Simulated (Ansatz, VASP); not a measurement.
## One calculation of Al2O3, two programs

```xyz
5
Lattice="2.8557 0.0000 0.0000 -1.4278 2.4731 0.0000 0.0000 0.0000 7.6613" Properties=species:S:1:pos:R:3 pbc="T T T"
Al    0.0000    0.0000    1.3863
Al    0.0000    0.0000    6.2750
O     0.0000    1.6487    2.0533
O     1.4278    0.8244    0.0000
O     0.0000    1.6487    5.6080
```

Alike in both runs: functional r2SCAN; k mesh 12 × 12 × 4; occupations gaussian, width 0.02 eV; no spin polarisation.

Ansatz relaxed the structure, and its values are those at the end. VASP's run is a single point on that final structure, the one shown.

|  | VASP | Ansatz |
| --- | --- | --- |
| version | VASP 6.6.1 | Ansatz 0.2.0 |
| potentials or method | VASP PAW PBE potentials, release 64 (Al, O), cutoff 520 eV | scalar-relativistic, plane waves, PAW |
| valence electrons in the cell | 24 | 24 |

Ansatz gave:

| Item | Value |
| --- | --- |
| gap on the k mesh at the Fermi level (eV) | 5.66 |
| least direct gap on the mesh (eV) | 5.84 |
| pressure (GPa) | 0.0 |
| rms of the force components (eV/Å) | 0.000 |

Problem. Which values does VASP return?

Solution. gap on the k mesh at the Fermi level (eV): 5.64; least direct gap on the mesh (eV): 5.81; pressure (GPa): -0.2; rms of the force components (eV/Å): 0.016.

VASP's potentials were made for PBE, not for r2SCAN.
